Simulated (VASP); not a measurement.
# Si (Fd-3m) in VASP: further runs

The runs below take Si through single point, relaxation of volume and atoms at fixed shape, with PBE.

All numbers are computed with VASP 6.6.1; they aren't measurements. Logs are shortened: lines on timing, memory, paths and dates and some standing lists are left out, and cuts for length are marked.

## Step 1: The cell of the first run

Symmetry: Fd-3m, No. 227, cubic system. Conventional cell: a = 5.470 Å, b = 5.470 Å, c = 5.470 Å, α = 90.00°, β = 90.00°, γ = 90.00°. Within 3.1 Å of Si (site symmetry -43m) lie 4 Si at 2.37 Å.

## Step 2: Single point, PBE

Contents of INCAR:

```
SYSTEM = Si
PREC     = Accurate       ! precision mode
ENCUT    = 500            ! plane-wave cutoff, eV
EDIFF    = 1E-6           ! SCF threshold, eV
ISMEAR   = -1             ! smearing method
SIGMA    = 0.02           ! smearing width, eV
LREAL    = .FALSE.        ! projectors in reciprocal space
LASPH    = .TRUE.         ! aspherical terms in the spheres
NELM     = 120            ! most SCF steps
ALGO     = Normal         ! electronic algorithm
ISIF     = 2              ! what is computed and relaxed
LWAVE    = .FALSE.        ! write WAVECAR
LCHARG   = .FALSE.        ! write CHGCAR
GGA      = PE             ! functional
NBANDS   = 11             ! bands
GGA_COMPAT= .FALSE.
```

Contents of KPOINTS:

```
regular mesh
0
G
  8 8 8
  0 0 0
```

Contents of POSCAR:

```
Si
1.0
    0.0000000000      2.7349389027      2.7349389027
    2.7349389027      0.0000000000      2.7349389027
    2.7349389027      2.7349389027      0.0000000000
Si
2
Direct
    0.7500000000      0.7500000000      0.7500000000
    0.5000000000      0.5000000000      0.5000000000
```

Potentials or basis: VASP PAW PBE potentials, release 64 (Si).

Command:

```bash
$ cat potpaw_PBE.64/Si/POTCAR > POTCAR
$ mpirun -np 1 vasp_std > vasp.out
```

OUTCAR:

```text
SYSTEM = Si
   PREC = Accurate
   ENCUT = 500
   EDIFF = 1E-6
   ISMEAR = -1
   LREAL = .FALSE.
   LASPH = .TRUE.
   NELM = 120
   ISIF = 2
   GGA = PE

 ion  position               nearest neighbor table
   1  0.750  0.750  0.750-   2 2.37   2 2.37   2 2.37   2 2.37
   2  0.500  0.500  0.500-   1 2.37   1 2.37   1 2.37   1 2.37

  LATTYP: Found a face centered cubic cell.
 ALAT       =     5.4698778054

  Lattice vectors:

 A1 = (   0.0000000000,   2.7349389027,   2.7349389027)
 A2 = (   2.7349389027,   0.0000000000,   2.7349389027)
 A3 = (   2.7349389027,   2.7349389027,   0.0000000000)

Analysis of symmetry for initial positions (statically):
=====================================================================
 Subroutine PRICEL returns:
 Original cell was already a primitive cell.

 Routine SETGRP: Setting up the symmetry group for a
 face centered cubic supercell.

 Subroutine GETGRP returns: Found 48 space group operations
 (whereof 24 operations were pure point group operations)
 out of a pool of 48 trial point group operations.

The static configuration has the point symmetry T_d .
 The point group associated with its full space group is O_h .

Analysis of symmetry for dynamics (positions and initial velocities):
=====================================================================
 Subroutine PRICEL returns:
 Original cell was already a primitive cell.

 Routine SETGRP: Setting up the symmetry group for a
 face centered cubic supercell.

 Subroutine GETGRP returns: Found 48 space group operations
 (whereof 24 operations were pure point group operations)
 out of a pool of 48 trial point group operations.

The dynamic configuration has the point symmetry T_d .
 The point group associated with its full space group is O_h .

 Subroutine INISYM returns: Found 48 space group operations
 (whereof 24 operations are pure point group operations),
 and found     1 'primitive' translations

----------------------------------------------------------------------------------------

                                     Primitive cell

  volume of cell :      40.9141

  direct lattice vectors                    reciprocal lattice vectors
     0.000000000  2.734938903  2.734938903    -0.182819441  0.182819441  0.182819441
     2.734938903  0.000000000  2.734938903     0.182819441 -0.182819441  0.182819441
     2.734938903  2.734938903  0.000000000     0.182819441  0.182819441 -0.182819441

[... 89 lines left out ...]
   ISIF   =      2    stress and relaxation
   ISYM   =      2    0-nonsym 1-usesym 2-fastsym
   POTIM  = 0.5000    time-step for ionic-motion
   TEBEG  =    0.0;   TEEND  =   0.0 temperature during run
   PSTRESS=    0.0 pullay stress
   NELECT =       8.0000    total number of electrons
   NUPDOWN=      -1.0000    fix difference up-down
   EMIN   =  10.00;   EMAX   =-10.00  energy-range for DOS
   EFERMI =   0.00;   METHOD = LEGACY
   ISMEAR =    -1;   SIGMA  =   0.02  broadening in eV -4-tet -1-fermi 0-gaus
   EFERMI_NEDOS =   21; number of points for ismear=-14 and -15
   IALGO  =     38    algorithm
   IMIX   =      4    mixing-type and parameters
     AMIX     =   0.40;   BMIX     =  1.00
     AMIX_MAG =   1.60;   BMIX_MAG =  1.00
  volume/ion in A,a.u.               =      20.46       138.05
  Fermi-wavevector in a.u.,A,eV,Ry     =   0.950197  1.795613 12.284363  0.902875
  Thomas-Fermi vector in A             =   2.078552
   LORBIT       =      0    0 simple, 1 ext, 2 COOP (PROOUT), +10 PAW based schemes
   GGA     = PE    functional components
   LHFCALC =     F    Hartree Fock is set to
   AEXX    =    0.0000 exact exchange contribution
   IVDW    =     0    specifies the selected vdW correction
   LEPSILON=     F    determine dielectric tensor
   LRPA    =     F    only Hartree local field effects (RPA)
 non-spin polarized calculation
  energy-cutoff  :      500.00
  volume of cell :       40.91
 maximum number of plane-waves:      1056
   NGX = 15   NGY = 15   NGZ = 15

 number of electron       8.0000000 magnetization

 Free energy of the ion-electron system (eV)
  ---------------------------------------------------
  ext. energy  EPLUGINS =         0.00000000
  ---------------------------------------------------
  free energy    TOTEN  =       -10.84606501 eV

  energy without entropy =      -10.84606500  energy(sigma->0) =      -10.84606501

 E-fermi :   5.9291     XC(G=0):  -9.3242

 val. band max:        5.6110744373   @ k =   0.0000   0.0000   0.0000
 cond. band min:       6.2620558078   @ k =   0.3750   0.3750   0.0000
 fundamental gap:      0.6509813704
 Fermi energy:         5.9290640737

 k-point     1 :       0.0000    0.0000    0.0000
  band No.  band energies     occupation
      1      -6.1996      2.00000
      2       5.6111      2.00000
      3       5.6111      2.00000
      4       5.6111      2.00000
      5       8.1673      0.00000
      6       8.1673      0.00000
      7       8.1673      0.00000
      8       8.7378      0.00000
      9      13.3193      0.00000
     10      13.3193      0.00000
     11      13.4857      0.00000
[... 309 lines left out ...]
 k-point    24 :      -0.3750    0.2500    0.1250
  band No.  band energies     occupation
      1      -3.3927      2.00000
      2      -1.0941      2.00000
      3       2.2253      2.00000
      4       3.5017      2.00000
      5       8.6334      0.00000
      6       8.7575      0.00000
      7      11.4560      0.00000
      8      12.6757      0.00000
      9      12.9157      0.00000
     10      16.1168      0.00000
     11      17.1603      0.00000

 [... further k-points ...]

------------------------ aborting loop because EDIFF is reached ----------------------------------------

  FORCE on cell =-STRESS in cart. coord.  units (eV):
  Direction    XX          YY          ZZ          XY          YZ          ZX
  --------------------------------------------------------------------------------------
  -------------------------------------------------------------------------------------
  Total       -0.0139226     -0.0139226     -0.0139226      0.0000000      0.0000000      0.0000000
  in kB       -0.5452028     -0.5452028     -0.5452028      0.0000000      0.0000000      0.0000000
  external PRESSURE =      -0.5452028 kB  Pullay stress =       0.0000000 kB

 VOLUME and BASIS-vectors are now :
 -----------------------------------------------------------------------------
  energy-cutoff  :      500.00
  volume of cell :       40.91
      direct lattice vectors                 reciprocal lattice vectors
     0.000000000  2.734938903  2.734938903    -0.182819441  0.182819441  0.182819441
     2.734938903  0.000000000  2.734938903     0.182819441 -0.182819441  0.182819441
     2.734938903  2.734938903  0.000000000     0.182819441  0.182819441 -0.182819441

 POSITION                                       TOTAL-FORCE (eV/Angst)
 -----------------------------------------------------------------------------------
      4.10241      4.10241      4.10241        -0.000000     -0.000000     -0.000000
      2.73494      2.73494      2.73494         0.000000      0.000000      0.000000
 -----------------------------------------------------------------------------------
    total drift:                                0.000000      0.000000     -0.000000

  FREE ENERGIE OF THE ION-ELECTRON SYSTEM (eV)
  ---------------------------------------------------
  free  energy   TOTEN  =       -10.8460650055 eV

  energy  without entropy=      -10.8460650045  energy(sigma->0) =      -10.84606501
```

OSZICAR:

```text
N       E                     dE             d eps       ncg     rms          rms(c)
DAV:   1     0.858299285818E+01    0.85830E+01   -0.31376E+03   638   0.570E+02
DAV:   2    -0.103691940495E+02   -0.18952E+02   -0.18025E+02   881   0.841E+01
DAV:   3    -0.110097791054E+02   -0.64059E+00   -0.63895E+00   813   0.137E+01
DAV:   4    -0.110145067359E+02   -0.47276E-02   -0.47273E-02   766   0.148E+00
DAV:   5    -0.110145543854E+02   -0.47650E-04   -0.47649E-04   804   0.141E-01    0.475E+00
DAV:   6    -0.108984188137E+02    0.11614E+00   -0.64976E-02   716   0.105E+00    0.289E+00
DAV:   7    -0.108445362781E+02    0.53883E-01   -0.12761E-01   716   0.158E+00    0.167E-01
DAV:   8    -0.108458269198E+02   -0.12906E-02   -0.57474E-03   734   0.407E-01    0.793E-02
DAV:   9    -0.108460397961E+02   -0.21288E-03   -0.20647E-04   788   0.869E-02    0.581E-02
DAV:  10    -0.108460643625E+02   -0.24566E-04   -0.21200E-05   730   0.265E-02    0.526E-03
DAV:  11    -0.108460650055E+02   -0.64299E-06   -0.20431E-06   772   0.738E-03
   1 F= -.10846065E+02 E0= -.10846065E+02  d E =-.983068E-09
```

Run time: 17 s. Hardware: 1 thread of Intel Xeon 8259CL, shared host; peak memory 0.15 GiB.

Results:

```yaml
Free_energy: -10.8461 eV
Pressure: -0.1 GPa
Band_gap_on_the_k_mesh: 0.65 eV (least direct gap 2.56 eV)
```

Levels at points of the mesh, in eV from the valence-band top:
```tsv
k point	band 1	band 2	band 3	band 4	band 5	band 6	band 7	band 8	band 9
(0.00, 0.00, 0.00)	-11.81	0.00	0.00	0.00	2.56	2.56	2.56	3.13	7.71
(0.50, 0.00, 0.00)	-9.53	-6.87	-1.18	-1.18	1.46	3.35	3.35	7.70	10.49
(0.50, 0.50, 0.00)	-7.74	-7.74	-2.79	-2.79	0.75	0.75	9.93	9.93	10.91
```

## Step 3: Single point, PBE

This run uses another cell than the first one, of 20.15 Å³/atom.

Contents of INCAR:

```
ALGO     = Normal         # electronic algorithm
EDIFF    = 1E-6           # SCF threshold, eV
ENCUT    = 500            # plane-wave cutoff, eV
GGA      = PE             # functional
GGA_COMPAT= False        
ISIF     = 2              # what is computed and relaxed
ISMEAR   = -1             # smearing method
LASPH    = True           # aspherical terms in the spheres
LCHARG   = False          # write CHGCAR
LREAL    = False          # projectors in reciprocal space
LWAVE    = False          # write WAVECAR
NBANDS   = 11             # bands
NELM     = 120            # most SCF steps
PREC     = Accurate       # precision mode
SIGMA    = 0.02           # smearing width, eV
```

Contents of KPOINTS:

```
k-points
0
Gamma
  8 8 8
```

Contents of POSCAR:

```
Si
1.0
    0.0000000000      2.7211952592      2.7211952592
    2.7211952592      0.0000000000      2.7211952592
    2.7211952592      2.7211952592      0.0000000000
Si
2
Direct
    0.7500000000      0.7500000000      0.7500000000
    0.5000000000      0.5000000000      0.5000000000
```

Potentials or basis: VASP PAW PBE potentials, release 64 (Si).

Command:

```bash
$ cat potpaw_PBE.64/Si/POTCAR > POTCAR
$ mpirun -np 1 vasp_std > vasp.out
```

It took 16 s on 1 thread of Intel Xeon 8259CL, shared host; peak memory 0.15 GiB.

It converged, with:

* Free energy: -10.8436 eV
* Pressure: 1.3 GPa
* Band gap on the k mesh: 0.63 eV (least direct gap 2.56 eV)

Levels at points of the mesh, in eV from the valence-band top:
```tsv
k point	band 1	band 2	band 3	band 4	band 5	band 6	band 7	band 8
(0.00, 0.00, 0.00)	-11.91	0.00	0.00	0.00	2.56	2.56	2.56	3.30
(0.50, 0.00, 0.00)	-9.60	-6.94	-1.19	-1.19	1.52	3.34	3.34	7.72
(0.50, 0.50, 0.00)	-7.79	-7.79	-2.83	-2.83	0.72	0.72	10.06	10.06
```

A k mesh can miss the band edges.

## Step 4: Single point, PBE

This run uses another cell than the first one, of 20.76 Å³/atom.

Contents of INCAR:

```
SYSTEM = Si
PREC = Accurate
ENCUT = 500
EDIFF = 1E-6
ISMEAR = -1
SIGMA = 0.02
LREAL = .False.
LASPH = .True.
NELM = 120
ALGO = Normal
ISIF = 2
LWAVE = .False.
LCHARG = .False.
GGA = PE
NBANDS = 11
GGA_COMPAT = .False.
```

Contents of KPOINTS:

```
Automatic mesh
0
Gamma
  8 8 8
  0 0 0
```

Contents of POSCAR:

```
Si
1.0
    0.0000000000      2.7485457879      2.7485457879
    2.7485457879      0.0000000000      2.7485457879
    2.7485457879      2.7485457879      0.0000000000
Si
2
Direct
    0.7500000000      0.7500000000      0.7500000000
    0.5000000000      0.5000000000      0.5000000000
```

Command:

```bash
$ cat potpaw_PBE.64/Si/POTCAR > POTCAR
$ mpirun -np 1 vasp_std > vasp.out
```

Wall time 17 s (1 thread of Intel Xeon 8259CL, shared host); peak memory 0.15 GiB.

Results (log left out):

| Item | Value |
| --- | --- |
| Free energy | -10.8434 eV |
| Pressure | -1.3 GPa |
| Band gap on the k mesh | 0.67 eV (least direct gap 2.55 eV) |

Levels at points of the mesh, in eV from the valence-band top:
```
           k point  band 1  band 2  band 3  band 4  band 5  band 6  band 7  band 8
(0.00, 0.00, 0.00)  -11.71    0.00    0.00    0.00    2.55    2.55    2.55    2.96
(0.50, 0.00, 0.00)   -9.47   -6.80   -1.16   -1.16    1.41    3.35    3.35    7.68
(0.50, 0.50, 0.00)   -7.70   -7.70   -2.75   -2.75    0.78    0.78    9.80    9.80
```

## Step 5: Relaxation of volume and atoms at fixed shape, PBE

This run uses another cell than the first one, of 19.98 Å³/atom.

Contents of INCAR:

```
SYSTEM = Si
PREC = Accurate
ENCUT = 500
EDIFF = 1E-7
ISMEAR = -1
SIGMA = 0.02
LREAL = .False.
LASPH = .True.
NELM = 120
ALGO = Normal
ISIF = 8
LWAVE = .False.
LCHARG = .False.
GGA = PE
IBRION = 2
NSW = 50
EDIFFG = -0.02
GGA_COMPAT = .False.
NELMIN = 4
```

Contents of KPOINTS:

```
regular mesh
0
Gamma
  8 8 8
  0 0 0
```

Contents of POSCAR:

```
Si
1.0
    0.0000000000      2.7135600000      2.7135600000
    2.7135600000      0.0000000000      2.7135600000
    2.7135600000      2.7135600000      0.0000000000
Si
2
Direct
    0.7500000000      0.7500000000      0.7500000000
    0.5000000000      0.5000000000      0.5000000000
```

Command:

```bash
$ cat potpaw_PBE.64/Si/POTCAR > POTCAR
$ mpirun -np 1 vasp_std > vasp.out
```

It took 35 s on 1 thread of Intel Xeon 8259CL, shared host; peak memory 0.15 GiB.

Results (log left out):

* Free energy: -10.8460 eV
* Relaxed volume: 20.44 Å³/atom
* Relaxed cell: a = 3.867 Å, b = 3.867 Å, c = 3.867 Å, α = 60.00°, β = 60.00°, γ = 60.00°
* Space group after relaxing (to 0.1 Å): Fd-3m (No. 227)
* Energy gained by relaxing: 3.0 meV/atom
* Ionic steps: 3
* Pressure after relaxing: 0.0 GPa
* Band gap on the k mesh: 0.65 eV (least direct gap 2.56 eV)

Step by step:
```tsv
step	energy change (eV)	largest force (eV/Å)	pressure (GPa)	volume (Å³)
1	0.0000	0.0000	2.14	39.96
2	-0.0033	0.0000	-1.34	41.53
3	-0.0060	0.0000	0.00	40.88
```

Final structure:
```
Si
1.0
     0.00000    2.73429    2.73429
     2.73429    0.00000    2.73429
     2.73429    2.73429    0.00000
Si
2
Direct
  0.75000 0.75000 0.75000
  0.50000 0.50000 0.50000
```

Levels at points of the mesh, in eV from the valence-band top:
```csv
k point,band 1,band 2,band 3,band 4,band 5,band 6,band 7,band 8
"(0.00, 0.00, 0.00)",-11.82,0.00,0.00,0.00,2.56,2.56,2.56,3.13
"(0.50, 0.00, 0.00)",-9.54,-6.87,-1.18,-1.18,1.47,3.35,3.35,7.70
"(0.50, 0.50, 0.00)",-7.75,-7.75,-2.79,-2.79,0.75,0.75,9.94,9.94
```

A k mesh can miss the band edges. Zero-point motion and thermal expansion aren't in these numbers.

## Step 6: The runs side by side

```tsv
task	cell	gap on the mesh (eV)	pressure (GPa)
single point	a = 3.868 Å, angles 60.0°, 2 atoms	0.65	-0.1
single point	a = 3.848 Å, angles 60.0°, 2 atoms	0.63	1.3
single point	a = 3.887 Å, angles 60.0°, 2 atoms	0.67	-1.3
relaxation of volume and atoms at fixed shape	relaxed from a = 3.838 Å, angles 60.0°, 2 atoms	0.65	0.0
```

Alike in all rows: level PBE; potentials or basis VASP PAW PBE potentials, release 64 (Si); no spin polarisation; k mesh 8 × 8 × 8; cutoff (eV) 500; smearing fermi-dirac 0.02 eV.

Absolute energies hang on the potentials; compare differences alone.
